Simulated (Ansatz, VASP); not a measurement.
**One calculation of C, two programs**

File INCAR:

```
PREC = Accurate
ENCUT = 520
EDIFF = 1E-7
ISMEAR = -1
SIGMA = 0.02
LREAL = F
LASPH = T
NELM = 100
ALGO = Normal
ISIF = 2
LWAVE = F
LCHARG = F
GGA = PE
NBANDS = 11
```

The input KPOINTS:

```
regular mesh
0
Gamma
  12 12 12
```

File POSCAR:

```
C
1.0
    0.0000000000      1.7801241425      1.8157266254
    1.7801241425      0.0000000000      1.8157266254
    1.7801241425      1.7801241425      0.0000000000
C
2
Direct
    0.0000000000      0.0000000000      0.0000000000
    0.2500000000      0.2500000000      0.2500000000
```

Input for Ansatz:

```yaml
crystal:
  lattice:
    - [0.0, 1.7801241425, 1.8157266254]
    - [1.7801241425, 0.0, 1.8157266254]
    - [1.7801241425, 1.7801241425, 0.0]
  atoms:
    - { symbol: C, position: [0.0, 0.0, 0.0] }
    - { symbol: C, position: [0.25, 0.25, 0.25] }
kpoints:
  mp_grid: { grid: [12, 12, 12] }
  band_path:
    path:
      - [0.0, 0.0, 0.0]
      - [0.5, 0.0, 0.5]
      - [0.625, 0.25, 0.625]
      - [0.375, 0.375, 0.75]
      - [0.5, 0.5, 0.5]
      - [0.5, 0.25, 0.75]
      - [-0.002604, -0.002604, -0.005208]
      - [0.0, 0.364583, 0.364583]
    npoints: 1
hamiltonian:
  xc: pbe
scf:
  occupations: { method: fermi_dirac, width: 0.02 }
  n_extra_bands: 4
output:
  forces: true
  stress: true
  eigenvalues: true
  write_density: true
  write_potential: true
  elf: true
  volumetric_format: npy
```

Change from the starting cell: uniaxial_z strain +2.0%.

Alike in both runs: task single point; functional PBE; k mesh 12 × 12 × 12; occupations fermi-dirac, width 0.02 eV; no spin polarisation.

|  | VASP | Ansatz |
| --- | --- | --- |
| version | VASP 6.6.1 | Ansatz 0.2.0 |
| potentials or method | VASP PAW PBE potentials, release 64 (C) | plane waves, PAW |
| plane-wave cutoff (eV) | 520 | 420 |
| valence electrons in the cell | 8 | 8 |

```tsv
	VASP	Ansatz	Ansatz less VASP
gap on the k mesh at the Fermi level (eV)	3.87	3.88	+0.009
pressure (GPa)	-3.7	-4.3	-0.62
traceless stress, the component that is largest in VASP (GPa)	-12.34	-12.34	-0.004
```

The functional is the same, so the differences come from potentials, cutoffs and numerics.
